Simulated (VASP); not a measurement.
# Ti (Im-3m) in VASP: notebook

Ti is run at these levels: RPBE+D4, RPBE, BLYP; tasks: single point.

Program: VASP 6.6.1. These are calculated values, not measurements. Logs are shortened: lines on timing, memory, paths and dates and some standing lists are left out, and cuts for length are marked.

## (1) The cell of the first run

The structure is cubic, space group Im-3m (No. 229). The conventional cell has a = 3.254 Å, b = 3.254 Å, c = 3.254 Å, α = 90.00°, β = 90.00°, γ = 90.00°. Within 3.7 Å of Ti (site symmetry m-3m) lie 14 Ti at 2.82 to 3.25 Å.

## (2) Single point, RPBE+D4

File INCAR:

```
PREC = Accurate
ENCUT = 520
EDIFF = 1E-6
ISMEAR = -1
SIGMA = 0.05
LREAL = F
LASPH = T
NELM = 60
ALGO = Normal
ISIF = 2
LWAVE = F
LCHARG = F
GGA = RP
IVDW = 13
NBANDS = 12
```

File KPOINTS:

```
regular mesh
0
Gamma
  11 11 11
```

File POSCAR:

```
Ti
1.0
   -1.6271895898      1.6271895898      1.6271895898
    1.6271895898     -1.6271895898      1.6271895898
    1.6271895898      1.6271895898     -1.6271895898
Ti
1
Direct
    0.0000000000      0.0000000000      0.0000000000
```

Potentials or basis: VASP PAW PBE potentials, release 64 (Ti_sv).

Run with:

```console
$ cat potpaw_PBE.64/Ti_sv/POTCAR > POTCAR
$ mpirun -np 1 vasp_std > vasp.out
```

OUTCAR:

```text
PREC = Accurate
   ENCUT = 520
   EDIFF = 1E-6
   ISMEAR = -1
   LREAL = F
   LASPH = T
   NELM = 60
   ISIF = 2
   GGA = RP
   IVDW = 13

 ion  position               nearest neighbor table
   1  0.000  0.000  0.000-

  LATTYP: Found a body centered cubic cell.
 ALAT       =     3.2543791796

  Lattice vectors:

 A1 = (  -1.6271895898,   1.6271895898,   1.6271895898)
 A2 = (   1.6271895898,  -1.6271895898,   1.6271895898)
 A3 = (   1.6271895898,   1.6271895898,  -1.6271895898)

Analysis of symmetry for initial positions (statically):
=====================================================================
 Subroutine PRICEL returns:
 Original cell was already a primitive cell.

 Routine SETGRP: Setting up the symmetry group for a
 body centered cubic supercell.

 Subroutine GETGRP returns: Found 48 space group operations
[... 9 lines left out ...]

 Routine SETGRP: Setting up the symmetry group for a
 body centered cubic supercell.

 Subroutine GETGRP returns: Found 48 space group operations
[... 11 lines left out ...]
                                     Primitive cell

  volume of cell :      17.2335

  direct lattice vectors                    reciprocal lattice vectors
    -1.627189590  1.627189590  1.627189590     0.000000000  0.307278269  0.307278269
     1.627189590 -1.627189590  1.627189590     0.307278269  0.000000000  0.307278269
     1.627189590  1.627189590 -1.627189590     0.307278269  0.307278269  0.000000000

  length of vectors
     2.818375043  2.818375043  2.818375043     0.434557095  0.434557095  0.434557095

  position of ions in fractional coordinates (direct lattice)
     0.000000000  0.000000000  0.000000000

  ion indices of the primitive-cell ions
   primitive index   ion index
                 1           1

----------------------------------------------------------------------------------------

 KPOINTS: regular mesh

Automatic generation of k-mesh.
 Grid dimensions read from file:
 generate k-points for:   11   11   11

 Generating k-lattice:

  Cartesian coordinates                     Fractional coordinates (reciprocal lattice)
     0.000000000  0.027934388  0.027934388     0.090909091  0.000000000  0.000000000
     0.027934388  0.000000000  0.027934388     0.000000000  0.090909091  0.000000000
     0.027934388  0.027934388  0.000000000     0.000000000  0.000000000  0.090909091

  Length of vectors
     0.039505190  0.039505190  0.039505190

[... 58 lines left out ...]
   NFREE  =      0    steps in history (QN), initial steepest desc. (CG)
   ISIF   =      2    stress and relaxation
   ISYM   =      2    0-nonsym 1-usesym 2-fastsym
   POTIM  = 0.5000    time-step for ionic-motion
   TEBEG  =    0.0;   TEEND  =   0.0 temperature during run
   PSTRESS=    0.0 pullay stress
   NELECT =      12.0000    total number of electrons
   NUPDOWN=      -1.0000    fix difference up-down
   EMIN   =  10.00;   EMAX   =-10.00  energy-range for DOS
   EFERMI =   0.00;   METHOD = LEGACY
   ISMEAR =    -1;   SIGMA  =   0.05  broadening in eV -4-tet -1-fermi 0-gaus
   EFERMI_NEDOS =   21; number of points for ismear=-14 and -15
   IALGO  =     38    algorithm
   IMIX   =      4    mixing-type and parameters
     AMIX     =   0.40;   BMIX     =  1.00
     AMIX_MAG =   1.60;   BMIX_MAG =  1.00
  volume/ion in A,a.u.               =      17.23       116.30
  Fermi-wavevector in a.u.,A,eV,Ry     =   1.451032  2.742054 28.646997  2.105495
  Thomas-Fermi vector in A             =   2.568576
   LORBIT       =      0    0 simple, 1 ext, 2 COOP (PROOUT), +10 PAW based schemes
   GGA     = RP    functional components
   LHFCALC =     F    Hartree Fock is set to
   AEXX    =    0.0000 exact exchange contribution
   IVDW    =    13    specifies the selected vdW correction
   LEPSILON=     F    determine dielectric tensor
   LRPA    =     F    only Hartree local field effects (RPA)
 non-spin polarized calculation
  energy-cutoff  :      520.00
  volume of cell :       17.23
 maximum number of plane-waves:       474
 NGX is ok and might be reduce to    24
   NGX = 11   NGY = 11   NGZ = 11

 number of electron      11.9999997 magnetization

 Free energy of the ion-electron system (eV)
  ---------------------------------------------------
  ext. energy  EPLUGINS =         0.00000000
  ---------------------------------------------------
  free energy    TOTEN  =        -7.32568633 eV

  energy without entropy =       -7.30379738  energy(sigma->0) =       -7.31474186

 E-fermi :   8.2792     XC(G=0): -11.4220

 val. band max:        8.2695551450   @ k =   0.1818   0.0909   0.0909
 cond. band min:       8.2799821266   @ k =  -0.4545  -0.4545   0.0909
 fundamental gap:      0.0104269816
 Fermi energy:         8.2792430908

 k-point     1 :       0.0000    0.0000    0.0000
  band No.  band energies     occupation
      1     -48.3701      2.00000
      2     -24.1512      2.00000
      3     -24.1512      2.00000
      4     -24.1512      2.00000
      5       2.2907      2.00000
      6       9.2963      0.00000
      7       9.2963      0.00000
      8       9.2963      0.00000
      9      11.0622      0.00000
     10      11.0622      0.00000
     11      25.7110      0.00000
     12      25.7110      0.00000
[... 331 lines left out ...]
 k-point    24 :       0.3636    0.1818    0.0909
  band No.  band energies     occupation
      1     -48.2294      2.00000
      2     -24.7105      2.00000
      3     -24.4550      2.00000
      4     -24.2598      2.00000
      5       6.8138      2.00000
      6       7.6860      1.99999
      7       8.3181      0.62961
      8      11.2509      0.00000
      9      11.4462      0.00000
     10      14.6540      0.00000
     11      16.9612      0.00000
     12      19.4856      0.00000

 [... further k-points ...]

------------------------ aborting loop because EDIFF is reached ----------------------------------------

  DFT-D4 for vdW energy calculation

  Edisp (eV):   -0.36578

  FORCE on cell =-STRESS in cart. coord.  units (eV):
  Direction    XX          YY          ZZ          XY          YZ          ZX
  --------------------------------------------------------------------------------------
  -------------------------------------------------------------------------------------
  Total      -0.02568    -0.02568    -0.02568     0.00000     0.00000     0.00000
  in kB      -2.38730    -2.38730    -2.38730     0.00000     0.00000     0.00000
  external pressure =       -2.39 kB  Pullay stress =        0.00 kB

 VOLUME and BASIS-vectors are now :
 -----------------------------------------------------------------------------
  energy-cutoff  :      520.00
  volume of cell :       17.23
      direct lattice vectors                 reciprocal lattice vectors
    -1.627189590  1.627189590  1.627189590     0.000000000  0.307278269  0.307278269
     1.627189590 -1.627189590  1.627189590     0.307278269  0.000000000  0.307278269
     1.627189590  1.627189590 -1.627189590     0.307278269  0.307278269  0.000000000

 POSITION                                       TOTAL-FORCE (eV/Angst)
 -----------------------------------------------------------------------------------
      0.00000      0.00000      0.00000         0.000000      0.000000      0.000000
 -----------------------------------------------------------------------------------
    total drift:                                0.000000      0.000000      0.000000

  FREE ENERGIE OF THE ION-ELECTRON SYSTEM (eV)
  ---------------------------------------------------
  free  energy   TOTEN  =        -7.6914630216 eV

  energy  without entropy=       -7.6695740724  energy(sigma->0) =       -7.68051855
```

stdout:

```text
POSCAR found type information on POSCAR Ti
 POSCAR found :  1 types and       1 ions
 scaLAPACK will be used
 -----------------------------------------------------------------------------
|                                                                             |
|                                                                             |
|     You enforced a specific xc type in the INCAR file but a different       |
|     I HOPE YOU KNOW WHAT YOU ARE DOING!                                     |
|                                                                             |
 -----------------------------------------------------------------------------

 LDA part: xc-table for (Slater+PW92), standard interpolation
 POSCAR, INCAR and KPOINTS ok, starting setup
 FFT: planning ... GRIDC
 FFT: planning ... GRID_SOFT
 FFT: planning ... GRID
 WAVECAR not read
 entering main loop
```

Wall time 5 s (1 thread of Intel Xeon 6975P-C (Granite Rapids), shared host); peak memory 0.14 GiB.

Results:

```
Free energy                : -7.6915 eV
Pressure                   : -0.2 GPa
Band gap on the k mesh     : zero (band 6 reaches 9.30 eV, above the bottom of band 7 at 7.69 eV)
Dispersion energy per atom : -0.366 eV
```

Caveat: the PAW data sets were made with another functional, which shifts forces and pressure a little; pairwise dispersion overbinds metals, which lowers pressure and volume.

## (3) Single point, RPBE

This run uses another cell than the first one, of 17.68 Å³/atom, 1.026 times its volume.

File INCAR:

```
SYSTEM = Ti
PREC = Accurate
ENCUT = 520
EDIFF = 1E-6
ISMEAR = -1
SIGMA = 0.05
LREAL = .FALSE.
LASPH = .TRUE.
NELM = 100
ALGO = Normal
ISIF = 2
LWAVE = .FALSE.
LCHARG = .FALSE.
GGA = RP
NBANDS = 12
```

File KPOINTS:

```
Automatic mesh
0
G
  11 11 11
  0 0 0
```

File POSCAR:

```
Ti
1.0
   -1.6410000000      1.6410000000      1.6410000000
    1.6410000000     -1.6410000000      1.6410000000
    1.6410000000      1.6410000000     -1.6410000000
Ti
1
Direct
    0.0000000000      0.0000000000      0.0000000000
```

Potentials or basis: VASP PAW PBE potentials, release 64 (Ti_sv).

Run with:

```console
$ cat potpaw_PBE.64/Ti_sv/POTCAR > POTCAR
$ mpirun -np 1 vasp_std > vasp.out
```

Wall time 6 s (1 thread of Intel Xeon 6975P-C (Granite Rapids), shared host); peak memory 0.13 GiB.

It converged, with:

```
Free energy            : -7.3306 eV
Pressure               : 0.4 GPa
Band gap on the k mesh : zero (band 6 reaches 9.02 eV, above the bottom of band 7 at 7.44 eV)
```

Levels at points of the mesh, in eV from the Fermi level:
| k point | band 4 | band 5 | band 6 | band 7 | band 8 | band 9 |
| --- | --- | --- | --- | --- | --- | --- |
| (0.00, 0.00, 0.00) | -32.51 | -5.93 | 0.99 | 0.99 | 0.99 | 2.70 |

Caveat: the PAW data sets were made with another functional, which shifts forces and pressure a little.

## (4) Single point, BLYP

This run uses another cell than the first one, of 17.68 Å³/atom, 1.026 times its volume.

File INCAR:

```
SYSTEM = Ti
  AGGAC = 1.0
  AGGAX = 1.0
  ALDAC = 0.0
  ALDAX = 1.0
  ALGO = Normal
  EDIFF = 1E-7
  ENCUT = 520
  GGA = B5
  ISIF = 2
  ISMEAR = -1
  LASPH = .True.
  LCHARG = .False.
  LREAL = .False.
  LWAVE = .False.
  NBANDS = 12
  NELM = 100
  PREC = Accurate
  SIGMA = 0.05
```

File KPOINTS:

```
k-points
0
Gamma
  11 11 11
  0 0 0
```

POSCAR is that of step 3.

Run with:

```console
$ cat potpaw_PBE.64/Ti_sv/POTCAR > POTCAR
$ mpirun -np 1 vasp_std > vasp.out
```

Wall time 11 s (1 thread of Intel Xeon 6975P-C (Granite Rapids), shared host); peak memory 0.14 GiB.

Results (log left out):

| Property | Result |
| --- | --- |
| Free energy | -6.6732 eV |
| Pressure | -0.4 GPa |
| Band gap on the k mesh | zero (band 6 reaches 9.30 eV, above the bottom of band 7 at 7.78 eV) |

Levels at points of the mesh, in eV from the Fermi level:
| k point | band 4 | band 5 | band 6 | band 7 | band 8 | band 9 |
| --- | --- | --- | --- | --- | --- | --- |
| (0.00, 0.00, 0.00) | -32.36 | -5.72 | 0.91 | 0.91 | 0.91 | 2.62 |

Caveat: the PAW data sets were made with another functional, which shifts forces and pressure a little.

## (5) The runs side by side

```tsv
level	cell	gap on the mesh (eV)	pressure (GPa)
RPBE+D4	a = 2.818 Å, angles 109.5°, 1 atom	none	-0.2
RPBE	a = 2.842 Å, angles 109.5°, 1 atom	none	0.4
BLYP	a = 2.842 Å, angles 109.5°, 1 atom	none	-0.4
```

Alike in all rows: task single point; potentials or basis VASP PAW PBE potentials, release 64 (Ti_sv); no spin polarisation; k mesh 11 × 11 × 11; cutoff (eV) 520; smearing fermi-dirac 0.05 eV.

Caveats: the PAW data sets were made with another functional, which shifts forces and pressure a little; pairwise dispersion overbinds metals, which lowers pressure and volume (some runs).

Absolute energies hang on the potentials; compare differences alone.
